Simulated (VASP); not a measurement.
# Rb (P-1) in VASP: single point with PBEsol

Aim: the single point of Rb with PBEsol.

Program: VASP 6.6.1. These are calculated values, not measurements. Logs are shortened: lines on timing, memory, paths and dates and some standing lists are left out, and cuts for length are marked.

## (1) The cell of the first run

The typed cell holds 1 atom: a = 5.073 Å, b = 5.190 Å, c = 5.113 Å, α = 109.69°, β = 111.07°, γ = 109.40°.

## (2) Single point, PBEsol (the cell strained at random)

INCAR

```
PREC = Accurate
ENCUT = 520
EDIFF = 1E-7
ISMEAR = 0
SIGMA = 0.1
LREAL = F
LASPH = T
NELM = 100
ALGO = Fast
ISIF = 2
LWAVE = F
LCHARG = F
GGA = PS
NBANDS = 10
```

KPOINTS

```
regular mesh
0
Gamma
  10 10 10
```

POSCAR

```
Rb
1.0
   -3.0067412400      2.8643648000      2.9143957800
    2.9998946000     -2.9729570000      3.0161413400
    2.9324944800      2.8987102400     -3.0229879800
Rb
1
Direct
    0.0000000000      0.0000000000      0.0000000000
```

Potentials or basis: VASP PAW PBE potentials, release 64 (Rb_sv).

The run is started by

```sh
$ cat potpaw_PBE.64/Rb_sv/POTCAR > POTCAR
$ mpirun -np 1 vasp_std > vasp.out
```

OUTCAR:

```text
PREC = Accurate
   ENCUT = 520
   EDIFF = 1E-7
   ISMEAR = 0
   LREAL = F
   LASPH = T
   NELM = 100
   ISIF = 2
   GGA = PS

 ion  position               nearest neighbor table
   1  0.000  0.000  0.000-

  LATTYP: Found a triclinic cell.
 ALAT       =    13.3227611509
 B/A-ratio  =     0.6287297601
 C/A-ratio  =     0.3837626581
 COS(alpha) =     0.0090164740
 COS(beta)  =     0.2582100917
 COS(gamma) =     0.9519141468

  Lattice vectors:

 A1 = (  11.9390249200,  -5.9115685600,   0.0948989200)
 A2 = (   6.0066358400,  -5.8373218000,   0.1017455600)
 A3 = (   2.9324944800,   2.8987102400,  -3.0229879800)

Analysis of symmetry for initial positions (statically):
=====================================================================
 Subroutine PRICEL returns:
 Original cell was already a primitive cell.

 Routine SETGRP: Setting up the symmetry group for a
 triclinic supercell.

 Subroutine GETGRP returns: Found  2 space group operations
 (whereof  2 operations were pure point group operations)
 out of a pool of  2 trial point group operations.

The static configuration has the point symmetry S_2 .

Analysis of symmetry for dynamics (positions and initial velocities):
=====================================================================
 Subroutine PRICEL returns:
 Original cell was already a primitive cell.

 Routine SETGRP: Setting up the symmetry group for a
 triclinic supercell.

 Subroutine GETGRP returns: Found  2 space group operations
 (whereof  2 operations were pure point group operations)
 out of a pool of  2 trial point group operations.

The dynamic configuration has the point symmetry S_2 .

 Subroutine INISYM returns: Found  2 space group operations
 (whereof  2 operations are pure point group operations),
 and found     1 'primitive' translations

----------------------------------------------------------------------------------------

                                     Primitive cell

  volume of cell :     101.3275

  direct lattice vectors                    reciprocal lattice vectors
    -3.006741240  2.864364800  2.914395780     0.002410931  0.176787827  0.171858681
     2.999894600 -2.972957000  3.016141340     0.168828151  0.005357808  0.168911804
     2.932494480  2.898710240 -3.022987980     0.170770104  0.175782903  0.003415855

  length of vectors
     5.073340256  5.189889162  5.112778233     0.246566735  0.238878312  0.245099419

  position of ions in fractional coordinates (direct lattice)
     0.000000000  0.000000000  0.000000000

  ion indices of the primitive-cell ions
   primitive index   ion index
                 1           1

----------------------------------------------------------------------------------------

 KPOINTS: regular mesh

Automatic generation of k-mesh.
 Grid dimensions read from file:
 generate k-points for:   10   10   10

 Generating k-lattice:

  Cartesian coordinates                     Fractional coordinates (reciprocal lattice)
     0.000241093  0.017678783  0.017185868     0.100000000  0.000000000 -0.000000000
     0.016882815  0.000535781  0.016891180    -0.000000000  0.100000000  0.000000000
     0.017077010  0.017578290  0.000341585     0.000000000  0.000000000  0.100000000

  Length of vectors
     0.024656673  0.023887831  0.024509942

  Shift w.r.t. Gamma in fractional coordinates (k-lattice)
     0.000000000  0.000000000  0.000000000

 Subroutine IBZKPT returns following result:
 ===========================================

 Found    504 irreducible k-points:

 Following reciprocal coordinates:
            Coordinates               Weight
  0.000000  0.000000  0.000000      1.000000
  0.100000  0.000000  0.000000      2.000000
  0.200000  0.000000  0.000000      2.000000
  0.300000  0.000000  0.000000      2.000000
  0.400000  0.000000  0.000000      2.000000
  0.500000 -0.000000  0.000000      1.000000
[... 16 lines left out ...]
 -0.400000  0.200000  0.000000      2.000000
 -0.300000  0.200000 -0.000000      2.000000
 [... further k-points ...]
   k-points           NKPTS =    504   k-points in BZ     NKDIM =    504   number of bands    NBANDS=     10
   number of dos      NEDOS =    301   number of ions     NIONS =      1
   total plane-waves  NPLWV =  64000
   dimension x,y,z NGX =    40 NGY =   40 NGZ =   40
   dimension x,y,z NGXF=    80 NGYF=   80 NGZF=   80
   ions per type =               1
   NGX,Y,Z   is equivalent  to a cutoff of  13.11, 12.81, 13.01 a.u.
   NGXF,Y,Z  is equivalent  to a cutoff of  26.21, 25.63, 26.01 a.u.
 SYSTEM =  unknown system
   PREC   = accura    normal or accurate (medium, high low for compatibility)
   ISTART =      0    job   : 0-new  1-cont  2-samecut
   ICHARG =      2    charge: 1-file 2-atom 10-const
   ISPIN  =      1    spin polarized calculation?
   LNONCOLLINEAR =      F non collinear calculations
   LSORBIT =      F    spin-orbit coupling
   LASPH  =      T    aspherical Exc in radial PAW
   ENCUT  =  520.0 eV  38.22 Ry    6.18 a.u.   9.43  9.65  9.51*2*pi/ulx,y,z
   NELM   =    100;   NELMIN=  2; NELMDL= -5     # of ELM steps
   EDIFF  = 0.1E-06   stopping-criterion for ELM
   LREAL  =      F    real-space projection
   EDIFFG = 0.1E-05   stopping-criterion for IOM
   NSW    =      0    number of steps for IOM
   IBRION =     -1    ionic relax: 0-MD 1-quasi-New 2-CG
   NFREE  =      0    steps in history (QN), initial steepest desc. (CG)
   ISIF   =      2    stress and relaxation
   ISYM   =      2    0-nonsym 1-usesym 2-fastsym
   POTIM  = 0.5000    time-step for ionic-motion
   TEBEG  =    0.0;   TEEND  =   0.0 temperature during run
   PSTRESS=    0.0 pullay stress
   NELECT =       9.0000    total number of electrons
   NUPDOWN=      -1.0000    fix difference up-down
   EMIN   =  10.00;   EMAX   =-10.00  energy-range for DOS
   EFERMI =   0.00;   METHOD = LEGACY
   ISMEAR =     0;   SIGMA  =   0.10  broadening in eV -4-tet -1-fermi 0-gaus
   EFERMI_NEDOS =   21; number of points for ismear=-14 and -15
   IALGO  =     68    algorithm
   IMIX   =      4    mixing-type and parameters
     AMIX     =   0.40;   BMIX     =  1.00
     AMIX_MAG =   1.60;   BMIX_MAG =  1.00
  volume/ion in A,a.u.               =     101.33       683.79
  Fermi-wavevector in a.u.,A,eV,Ry     =   0.730432  1.380317  7.259134  0.533531
  Thomas-Fermi vector in A             =   1.822401
   LORBIT       =      0    0 simple, 1 ext, 2 COOP (PROOUT), +10 PAW based schemes
   GGA     = PS    functional components
   LHFCALC =     F    Hartree Fock is set to
   AEXX    =    0.0000 exact exchange contribution
   IVDW    =     0    specifies the selected vdW correction
   LEPSILON=     F    determine dielectric tensor
   LRPA    =     F    only Hartree local field effects (RPA)
 non-spin polarized calculation
 RMM-DIIS sequential band-by-band and
 Gauss-broadening in eV      SIGMA  =   0.10
  energy-cutoff  :      520.00
  volume of cell :      101.33
 maximum number of plane-waves:      2748
 NGX is ok and might be reduce to    40
   NGX = 19   NGY = 19   NGZ = 19

 number of electron       9.0000000 magnetization

 Free energy of the ion-electron system (eV)
  ---------------------------------------------------
  ext. energy  EPLUGINS =         0.00000000
  ---------------------------------------------------
  free energy    TOTEN  =        -1.00559041 eV

  energy without entropy =       -0.99957722  energy(sigma->0) =       -1.00258382

 E-fermi :  -0.2717     XC(G=0):  -5.2611

 val. band max:       -0.2737200390   @ k =   0.2000  -0.0000   0.5000
 cond. band min:      -0.2534086780   @ k =  -0.0000   0.3000   0.2000
 fundamental gap:      0.0203113610
 Fermi energy:        -0.2717019423

 k-point     1 :       0.0000    0.0000    0.0000
  band No.  band energies     occupation
      1     -29.1990      2.00000
      2     -13.2550      2.00000
      3     -13.2540      2.00000
      4     -13.2522      2.00000
      5      -2.1056      2.00000
      6       3.1691      0.00000
      7       3.3326      0.00000
      8       3.3899      0.00000
      9       4.1014      0.00000
     10       4.3059      0.00000

 k-point     2 :       0.1000    0.0000    0.0000
  band No.  band energies     occupation
      1     -29.1987      2.00000
      2     -13.2596      2.00000
      3     -13.2563      2.00000
      4     -13.2547      2.00000
      5      -1.9928      2.00000
      6       3.1444      0.00000
      7       3.2314      0.00000
      8       3.3282      0.00000
      9       3.9175      0.00000
     10       4.1165      0.00000

 k-point     3 :       0.2000    0.0000    0.0000
  band No.  band energies     occupation
      1     -29.1979      2.00000
      2     -13.2778      2.00000
      3     -13.2630      2.00000
      4     -13.2547      2.00000
      5      -1.6635      2.00000
      6       2.6341      0.00000
      7       2.8343      0.00000
      8       3.5828      0.00000
      9       3.8668      0.00000
     10       4.0128      0.00000

 k-point     4 :       0.3000    0.0000    0.0000
  band No.  band energies     occupation
      1     -29.1970      2.00000
      2     -13.3001      2.00000
      3     -13.2712      2.00000
      4     -13.2545      2.00000
      5      -1.1445      2.00000
      6       1.8775      0.00000
      7       2.5158      0.00000
      8       3.9503      0.00000
      9       3.9790      0.00000
     10       4.0874      0.00000
[... 222 lines left out ...]
 k-point    22 :       0.5000    0.2000    0.0000
  band No.  band energies     occupation
      1     -29.1963      2.00000
      2     -13.3112      2.00000
      3     -13.2828      2.00000
      4     -13.2603      2.00000
      5      -0.2210      0.47297
      6       1.2303      0.00000
      7       1.7333      0.00000
      8       3.5344      0.00000
      9       4.0398      0.00000
     10       4.7476      0.00000

 k-point    23 :      -0.4000    0.2000    0.0000
  band No.  band energies     occupation
      1     -29.1969      2.00000
      2     -13.3023      2.00000
      3     -13.2719      2.00000
      4     -13.2599      2.00000
      5      -0.8692      2.00000
      6       1.7121      0.00000
      7       2.0981      0.00000
      8       3.8242      0.00000
      9       3.8466      0.00000
     10       4.6598      0.00000

 k-point    24 :      -0.3000    0.2000   -0.0000
  band No.  band energies     occupation
      1     -29.1976      2.00000
      2     -13.2895      2.00000
      3     -13.2635      2.00000
      4     -13.2565      2.00000
      5      -1.3738      2.00000
      6       2.0819      0.00000
      7       2.5363      0.00000
      8       3.8260      0.00000
      9       3.8544      0.00000
     10       4.4307      0.00000

 [... further k-points ...]

------------------------ aborting loop because EDIFF is reached ----------------------------------------

  FORCE on cell =-STRESS in cart. coord.  units (eV):
  Direction    XX          YY          ZZ          XY          YZ          ZX
  --------------------------------------------------------------------------------------
  -------------------------------------------------------------------------------------
  Total       -0.2139540     -0.2233239     -0.2149102      0.0213898      0.0306312      0.0022172
  in kB       -3.3830141     -3.5311693     -3.3981332      0.3382128      0.4843370      0.0350583
  external PRESSURE =      -3.4374389 kB  Pullay stress =       0.0000000 kB

 VOLUME and BASIS-vectors are now :
 -----------------------------------------------------------------------------
  energy-cutoff  :      520.00
  volume of cell :      101.33
      direct lattice vectors                 reciprocal lattice vectors
    -3.006741240  2.864364800  2.914395780     0.002410931  0.176787827  0.171858681
     2.999894600 -2.972957000  3.016141340     0.168828151  0.005357808  0.168911804
     2.932494480  2.898710240 -3.022987980     0.170770104  0.175782903  0.003415855

 POSITION                                       TOTAL-FORCE (eV/Angst)
 -----------------------------------------------------------------------------------
      0.00000      0.00000      0.00000         0.000000      0.000000     -0.000000
 -----------------------------------------------------------------------------------
    total drift:                                0.000000      0.000000     -0.000000

  FREE ENERGIE OF THE ION-ELECTRON SYSTEM (eV)
  ---------------------------------------------------
  free  energy   TOTEN  =        -1.0055904124 eV

  energy  without entropy=       -0.9995772213  energy(sigma->0) =       -1.00258382
```

Run time: 14 min. Hardware: 1 thread of Intel Xeon 8259CL, shared host; peak memory 0.61 GiB.

What came out:

```
Free energy            : -1.0056 eV
Pressure               : -0.3 GPa
Band gap on the k mesh : zero (an odd number of electrons rules out a gap without spin polarisation)
```

Caveat: the cell differs from its parent crystal (the cell strained at random); the PAW data sets were made with another functional, which shifts forces and pressure a little.
